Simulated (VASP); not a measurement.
# Si2Ni (fluorite type) (Fm-3m) in VASP: further runs

Si2Ni (fluorite type) is run at these levels: PBEsol; tasks: density of states.

Program: VASP 6.6.1. These are calculated values, not measurements. Logs are shortened: lines on timing, memory, paths and dates and some standing lists are left out, and cuts for length are marked.

## 1. The cell of the first run

Symmetry: Fm-3m, No. 225, cubic system. The conventional cell has a = 4.596 Å, b = 4.596 Å, c = 4.596 Å, α = 90.00°, β = 90.00°, γ = 90.00°. Within 2.6 Å of Ni (site symmetry m-3m) lie 8 Si at 1.99 Å. Within 2.6 Å of Si (site symmetry -43m) lie 4 Ni at 1.99 Å and 6 Si at 2.30 Å.

## 2. Density of states, PBEsol (volume scaled by 0.62)

File POSCAR:

```
Si2Ni
1.0
    0.0000000000      2.2978531488      2.2978531488
    2.2978531488      0.0000000000      2.2978531488
    2.2978531488      2.2978531488      0.0000000000
Ni Si
1 2
Direct
    0.0000000000      0.0000000000      0.0000000000
    0.2500000000      0.2500000000      0.2500000000
    0.7500000000      0.7500000000      0.7500000000
```

File INCAR.step1:

```
SYSTEM = Si2Ni
PREC     = Accurate       ! precision mode
ENCUT    = 520            ! plane-wave cutoff, eV
EDIFF    = 1E-6           ! SCF threshold, eV
ISMEAR   = -1             ! smearing method
SIGMA    = 0.05           ! smearing width, eV
LREAL    = .False.        ! projectors in reciprocal space
LASPH    = .True.         ! aspherical terms in the spheres
NELM     = 80             ! most SCF steps
ALGO     = Normal         ! electronic algorithm
ISIF     = 2              ! what is computed and relaxed
LWAVE    = .False.        ! write WAVECAR
LCHARG   = .True.         ! write CHGCAR
LMAXMIX  = 4              ! l up to which the mixer works
GGA      = PS             ! functional
NBANDS   = 16             ! bands
```

File KPOINTS.step1:

```
Automatic mesh
0
Gamma
  11 11 11
  0 0 0
```

File INCAR.step2:

```
SYSTEM = Si2Ni
PREC     = Accurate       ! precision mode
ENCUT    = 520            ! plane-wave cutoff, eV
EDIFF    = 1E-6           ! SCF threshold, eV
ISMEAR   = -5             ! smearing method
SIGMA    = 0.05           ! smearing width, eV
LREAL    = .False.        ! projectors in reciprocal space
LASPH    = .True.         ! aspherical terms in the spheres
NELM     = 80             ! most SCF steps
ALGO     = Normal         ! electronic algorithm
ISIF     = 2              ! what is computed and relaxed
LWAVE    = .False.        ! write WAVECAR
LCHARG   = .False.        ! write CHGCAR
LMAXMIX  = 4              ! l up to which the mixer works
GGA      = PS             ! functional
LORBIT   = 11             ! projections on sites
NEDOS    = 1001           ! points of the DOS
ICHARG   = 11             ! starting density
```

File KPOINTS.step2:

```
Automatic mesh
0
Gamma
  17 17 17
  0 0 0
```

Potentials or basis: VASP PAW PBE potentials, release 64 (Ni, Si).

The run is started by

```console
cat potpaw_PBE.64/Ni/POTCAR potpaw_PBE.64/Si/POTCAR > POTCAR
cp INCAR.step1 INCAR
cp KPOINTS.step1 KPOINTS
mpirun -np 1 vasp_std > vasp.out
cp INCAR.step2 INCAR
cp KPOINTS.step2 KPOINTS
mpirun -np 1 vasp_std > vasp.out
```

OUTCAR:

```text
SYSTEM = Si2Ni
   PREC = Accurate
   ENCUT = 520
   EDIFF = 1E-6
   ISMEAR = -5
   LREAL = .False.
   LASPH = .True.
   NELM = 80
   ISIF = 2
   GGA = PS
   LORBIT = 11
   ICHARG = 11

 ion  position               nearest neighbor table
   1  0.000  0.000  0.000-   3 1.99   3 1.99   3 1.99   2 1.99   3 1.99   2 1.99   2 1.99   2 1.99

   2  0.250  0.250  0.250-   1 1.99   1 1.99   1 1.99   1 1.99   3 2.30   3 2.30   3 2.30   3 2.30
                             3 2.30   3 2.30
   3  0.750  0.750  0.750-   1 1.99   1 1.99   1 1.99   1 1.99   2 2.30   2 2.30   2 2.30   2 2.30
                             2 2.30   2 2.30

  LATTYP: Found a face centered cubic cell.
 ALAT       =     4.5957062976

  Lattice vectors:

 A1 = (   0.0000000000,   2.2978531488,   2.2978531488)
 A2 = (   2.2978531488,   0.0000000000,   2.2978531488)
 A3 = (   2.2978531488,   2.2978531488,   0.0000000000)

Analysis of symmetry for initial positions (statically):
=====================================================================
 Subroutine PRICEL returns:
 Original cell was already a primitive cell.

 Routine SETGRP: Setting up the symmetry group for a
 face centered cubic supercell.

 Subroutine GETGRP returns: Found 48 space group operations
 (whereof 48 operations were pure point group operations)
 out of a pool of 48 trial point group operations.

The static configuration has the point symmetry O_h .

Analysis of symmetry for dynamics (positions and initial velocities):
=====================================================================
 Subroutine PRICEL returns:
 Original cell was already a primitive cell.

 Routine SETGRP: Setting up the symmetry group for a
 face centered cubic supercell.

 Subroutine GETGRP returns: Found 48 space group operations
 (whereof 48 operations were pure point group operations)
 out of a pool of 48 trial point group operations.

The dynamic configuration has the point symmetry O_h .

 Subroutine INISYM returns: Found 48 space group operations
 (whereof 48 operations are pure point group operations),
 and found     1 'primitive' translations

----------------------------------------------------------------------------------------

                                     Primitive cell

  volume of cell :      24.2659

  direct lattice vectors                    reciprocal lattice vectors
     0.000000000  2.297853149  2.297853149    -0.217594410  0.217594410  0.217594410
     2.297853149  0.000000000  2.297853149     0.217594410 -0.217594410  0.217594410
     2.297853149  2.297853149  0.000000000     0.217594410  0.217594410 -0.217594410

  length of vectors
     3.249655087  3.249655087  3.249655087     0.376884573  0.376884573  0.376884573

  position of ions in fractional coordinates (direct lattice)
     0.000000000  0.000000000  0.000000000
     0.250000000  0.250000000  0.250000000
     0.750000000  0.750000000  0.750000000

  ion indices of the primitive-cell ions
   primitive index   ion index
                 1           1
                 2           2
                 3           3

----------------------------------------------------------------------------------------

 KPOINTS: Automatic mesh

Automatic generation of k-mesh.
 Grid dimensions read from file:
 generate k-points for:   17   17   17

 Generating k-lattice:

  Cartesian coordinates                     Fractional coordinates (reciprocal lattice)
    -0.012799671  0.012799671  0.012799671     0.058823529  0.000000000  0.000000000
     0.012799671 -0.012799671  0.012799671     0.000000000  0.058823529  0.000000000
     0.012799671  0.012799671 -0.012799671     0.000000000  0.000000000  0.058823529

  Length of vectors
     0.022169681  0.022169681  0.022169681

  Shift w.r.t. Gamma in fractional coordinates (k-lattice)
     0.000000000  0.000000000  0.000000000

 TETIRR: Found    693 inequivalent tetrahedra from    29478

 Subroutine IBZKPT returns following result:
 ===========================================

 Found    165 irreducible k-points:

 Following reciprocal coordinates:
            Coordinates               Weight
  0.000000  0.000000  0.000000      1.000000
  0.058824  0.000000  0.000000      8.000000
  0.117647  0.000000  0.000000      8.000000
  0.176471  0.000000  0.000000      8.000000
  0.235294  0.000000  0.000000      8.000000
  0.294118  0.000000  0.000000      8.000000
[... 16 lines left out ...]
 -0.176471  0.058824  0.000000     24.000000
 -0.117647  0.058824  0.000000     24.000000
 [... further k-points ...]
   k-points           NKPTS =    165   k-points in BZ     NKDIM =    165   number of bands    NBANDS=     13
   number of dos      NEDOS =   1001   number of ions     NIONS =      3
   total plane-waves  NPLWV =  13824
   dimension x,y,z NGX =    24 NGY =   24 NGZ =   24
   dimension x,y,z NGXF=    48 NGYF=   48 NGZF=   48
   ions per type =               1   2
   NGX,Y,Z   is equivalent  to a cutoff of  12.28, 12.28, 12.28 a.u.
   NGXF,Y,Z  is equivalent  to a cutoff of  24.56, 24.56, 24.56 a.u.
 SYSTEM =  Si2Ni
   PREC   = accura    normal or accurate (medium, high low for compatibility)
   ISTART =      0    job   : 0-new  1-cont  2-samecut
   ICHARG =     11    charge: 1-file 2-atom 10-const
   ISPIN  =      1    spin polarized calculation?
   LNONCOLLINEAR =      F non collinear calculations
   LSORBIT =      F    spin-orbit coupling
   LASPH  =      T    aspherical Exc in radial PAW
   ENCUT  =  520.0 eV  38.22 Ry    6.18 a.u.   6.04  6.04  6.04*2*pi/ulx,y,z
   NELM   =     80;   NELMIN=  2; NELMDL=  0     # of ELM steps
   EDIFF  = 0.1E-05   stopping-criterion for ELM
   LREAL  =      F    real-space projection
   EDIFFG = 0.1E-04   stopping-criterion for IOM
   NSW    =      0    number of steps for IOM
   IBRION =     -1    ionic relax: 0-MD 1-quasi-New 2-CG
   NFREE  =      0    steps in history (QN), initial steepest desc. (CG)
   ISIF   =      2    stress and relaxation
   ISYM   =      2    0-nonsym 1-usesym 2-fastsym
   POTIM  = 0.5000    time-step for ionic-motion
   TEBEG  =    0.0;   TEEND  =   0.0 temperature during run
   PSTRESS=    0.0 pullay stress
   NELECT =      18.0000    total number of electrons
   NUPDOWN=      -1.0000    fix difference up-down
   EMIN   =  10.00;   EMAX   =-10.00  energy-range for DOS
   EFERMI =   0.00;   METHOD = LEGACY
   ISMEAR =    -5;   SIGMA  =   0.05  broadening in eV -4-tet -1-fermi 0-gaus
   EFERMI_NEDOS =   21; number of points for ismear=-14 and -15
   IALGO  =     38    algorithm
   IMIX   =      4    mixing-type and parameters
     AMIX     =   0.40;   BMIX     =  1.00
     AMIX_MAG =   1.60;   BMIX_MAG =  1.00
  volume/ion in A,a.u.               =       8.09        54.58
  Fermi-wavevector in a.u.,A,eV,Ry     =   1.481949  2.800478 29.880765  2.196174
  Thomas-Fermi vector in A             =   2.595796
   LORBIT       =     11    0 simple, 1 ext, 2 COOP (PROOUT), +10 PAW based schemes
   GGA     = PS    functional components
   LHFCALC =     F    Hartree Fock is set to
   AEXX    =    0.0000 exact exchange contribution
   IVDW    =     0    specifies the selected vdW correction
   LEPSILON=     F    determine dielectric tensor
   LRPA    =     F    only Hartree local field effects (RPA)
 non-spin polarized calculation
 Fermi weights with tetrahedron method with Bloechl corrections
  energy-cutoff  :      520.00
  volume of cell :       24.27
 maximum number of plane-waves:       666

 number of electron      17.9999990 magnetization

 Free energy of the ion-electron system (eV)
  ---------------------------------------------------
  ext. energy  EPLUGINS =         0.00000000
  ---------------------------------------------------
  free energy    TOTEN  =       -12.20361858 eV

  energy without entropy =      -12.20361858  energy(sigma->0) =      -12.20361858

 E-fermi :  19.6980     XC(G=0): -14.1042

 val. band max:       19.7155505683   @ k =   0.2353   0.1176   0.0588
 cond. band min:      19.5607025025   @ k =   0.1176   0.0000   0.0000
 fundamental gap:     -0.1548480658
 Fermi energy:        19.6980004762

 k-point     1 :       0.0000    0.0000    0.0000
  band No.  band energies     occupation
      1      -0.0068      2.00000
      2       9.9732      2.00000
      3       9.9732      2.00000
      4       9.9732      2.00000
      5      12.0642      2.00000
      6      12.0642      2.00000
      7      20.2090      0.53876
      8      20.2090     -0.14730
      9      20.2090      0.00000
     10      21.9321      0.00000
     11      21.9321      0.00000
     12      21.9321      0.00000
     13      24.1632      0.00000

 k-point     2 :       0.0588    0.0000    0.0000
  band No.  band energies     occupation
      1       0.0669      2.00000
      2       9.9120      2.00000
      3       9.9975      2.00000
      4       9.9975      2.00000
      5      12.0479      2.00000
      6      12.0479      2.00000
      7      19.2549      2.01264
      8      20.0020      0.86402
      9      20.0020      0.00147
     10      22.2198      0.00000
     11      22.2198      0.00000
     12      22.4675      0.00000
     13      24.5514      0.00000

 k-point     3 :       0.1176    0.0000    0.0000
  band No.  band energies     occupation
      1       0.2872      2.00000
      2       9.7256      2.00000
      3      10.0651      2.00000
      4      10.0651      2.00000
      5      12.0086      2.00000
      6      12.0086      2.00000
      7      17.7300      2.00000
      8      19.5607      1.95949
      9      19.5607      0.68476
     10      22.7978      0.00000
     11      22.8898      0.00000
     12      22.8898      0.00000
     13      23.8150      0.00000
[... 305 lines left out ...]
 k-point    23 :      -0.1765    0.0588    0.0000
  band No.  band energies     occupation
      1       0.8680      2.00000
      2       9.2585      2.00000
      3      10.1234      2.00000
      4      10.2627      2.00000
      5      11.8112      2.00000
      6      12.1000      2.00000
      7      15.7654      2.00000
      8      17.8071      2.00000
      9      19.5973      1.70148
     10      22.1549      0.00000
     11      22.4853      0.00000
     12      23.3176      0.00000
     13      23.4789      0.00000

 k-point    24 :      -0.1176    0.0588    0.0000
  band No.  band energies     occupation
      1       0.4577      2.00000
      2       9.6132      2.00000
      3      10.0573      2.00000
      4      10.1449      2.00000
      5      11.8818      2.00000
      6      12.0813      2.00000
      7      17.1972      2.00000
      8      18.3018      2.00000
      9      20.1955     -0.18570
     10      22.2958      0.00000
     11      22.9458      0.00000
     12      22.9957      0.00000
     13      23.4813      0.00000

 [... further k-points ...]
[... 5 lines left out ...]
  --------------------------------------------------------------------------------------
  -------------------------------------------------------------------------------------
  Total       33.5349919     33.5349919     33.5349919      0.0000000     -0.0000000      0.0000000
  in kB     2214.1751990   2214.1751990   2214.1751990      0.0000000     -0.0000000      0.0000000
  external PRESSURE =    2214.1751990 kB  Pullay stress =       0.0000000 kB

 VOLUME and BASIS-vectors are now :
 -----------------------------------------------------------------------------
  energy-cutoff  :      520.00
  volume of cell :       24.27
      direct lattice vectors                 reciprocal lattice vectors
     0.000000000  2.297853149  2.297853149    -0.217594410  0.217594410  0.217594410
     2.297853149  0.000000000  2.297853149     0.217594410 -0.217594410  0.217594410
     2.297853149  2.297853149  0.000000000     0.217594410  0.217594410 -0.217594410

 POSITION                                       TOTAL-FORCE (eV/Angst)
 -----------------------------------------------------------------------------------
      0.00000      0.00000      0.00000        -0.000000     -0.000000      0.000000
      1.14893      1.14893      1.14893        -0.000000     -0.000000     -0.000000
      3.44678      3.44678      3.44678         0.000000      0.000000      0.000000
 -----------------------------------------------------------------------------------
    total drift:                               -0.000000      0.000000      0.000000

  FREE ENERGIE OF THE ION-ELECTRON SYSTEM (eV)
  ---------------------------------------------------
  free  energy   TOTEN  =       -12.2036185846 eV

  energy  without entropy=      -12.2036185846  energy(sigma->0) =      -12.20361858

 total charge

# of ion       s       p       d       tot
------------------------------------------
    1        0.909   1.765   8.942  11.615
    2        0.758   1.286   0.000   2.043
    3        0.758   1.286   0.000   2.043
--------------------------------------------------
tot          2.424   4.336   8.942  15.702
```

It took 52 s on 1 thread of Intel Xeon 8259CL, shared host; peak memory 0.17 GiB.

What came out:

```
Valence electrons inside the program's atomic spheres : Ni 11.62; Si 2.04
```

Caveat: the cell differs from its parent crystal (volume scaled by 0.62); the PAW data sets were made with another functional, which shifts forces and pressure a little; tetrahedron occupations give inexact forces and stress in metals. Spin polarisation is off, so any magnetic state and its effect on volume and gap are missing.

## 3. Density of states, PBEsol

This run uses another cell than the first one, of 13.05 Å³/atom, 1.613 times its volume.

File POSCAR:

```
Si2Ni
1.0
    0.0000000000      2.6947907038      2.6947907038
    2.6947907038      0.0000000000      2.6947907038
    2.6947907038      2.6947907038      0.0000000000
Ni Si
1 2
Direct
    0.0000000000      0.0000000000      0.0000000000
    0.2500000000      0.2500000000      0.2500000000
    0.7500000000      0.7500000000      0.7500000000
```

File INCAR.step1:

```
SYSTEM = Si2Ni
ALGO     = Normal         ! electronic algorithm
EDIFF    = 1E-6           ! SCF threshold, eV
ENCUT    = 520            ! plane-wave cutoff, eV
GGA      = PS             ! functional
ISIF     = 2              ! what is computed and relaxed
ISMEAR   = -1             ! smearing method
LASPH    = .True.         ! aspherical terms in the spheres
LCHARG   = .True.         ! write CHGCAR
LMAXMIX  = 4              ! l up to which the mixer works
LREAL    = .False.        ! projectors in reciprocal space
LWAVE    = .False.        ! write WAVECAR
NBANDS   = 16             ! bands
NELM     = 60             ! most SCF steps
PREC     = Accurate       ! precision mode
SIGMA    = 0.05           ! smearing width, eV
```

File KPOINTS.step1:

```
k-points
0
Gamma
  11 11 11
  0 0 0
```

File INCAR.step2:

```
SYSTEM = Si2Ni
ALGO     = Normal         ! electronic algorithm
EDIFF    = 1E-6           ! SCF threshold, eV
ENCUT    = 520            ! plane-wave cutoff, eV
GGA      = PS             ! functional
ICHARG   = 11             ! starting density
ISIF     = 2              ! what is computed and relaxed
ISMEAR   = -5             ! smearing method
LASPH    = .True.         ! aspherical terms in the spheres
LCHARG   = .False.        ! write CHGCAR
LMAXMIX  = 4              ! l up to which the mixer works
LORBIT   = 11             ! projections on sites
LREAL    = .False.        ! projectors in reciprocal space
LWAVE    = .False.        ! write WAVECAR
NEDOS    = 2001           ! points of the DOS
NELM     = 60             ! most SCF steps
PREC     = Accurate       ! precision mode
SIGMA    = 0.05           ! smearing width, eV
```

File KPOINTS.step2:

```
k-points
0
Gamma
  17 17 17
  0 0 0
```

Potentials or basis: VASP PAW PBE potentials, release 64 (Ni, Si).

The run is started by

```console
cat potpaw_PBE.64/Ni/POTCAR potpaw_PBE.64/Si/POTCAR > POTCAR
cp INCAR.step1 INCAR
cp KPOINTS.step1 KPOINTS
mpirun -np 1 vasp_std > vasp.out
cp INCAR.step2 INCAR
cp KPOINTS.step2 KPOINTS
mpirun -np 1 vasp_std > vasp.out
```

Wall time 1.7 min (1 thread of Intel Xeon 8259CL, shared host); peak memory 0.21 GiB.

It converged, with:

- Valence electrons inside the program's atomic spheres: Ni 9.85; Si 1.59

Levels at points of the mesh, in eV from the Fermi level:
```tsv
k point	band 7	band 8	band 9	band 10	band 11	band 12
(0.00, 0.00, 0.00)	-0.21	1.71	1.71	1.71	2.22	2.22
```

Caveat: the PAW data sets were made with another functional, which shifts forces and pressure a little; tetrahedron occupations give inexact forces and stress in metals. Spin polarisation is off, so any magnetic state and its effect on volume and gap are missing.
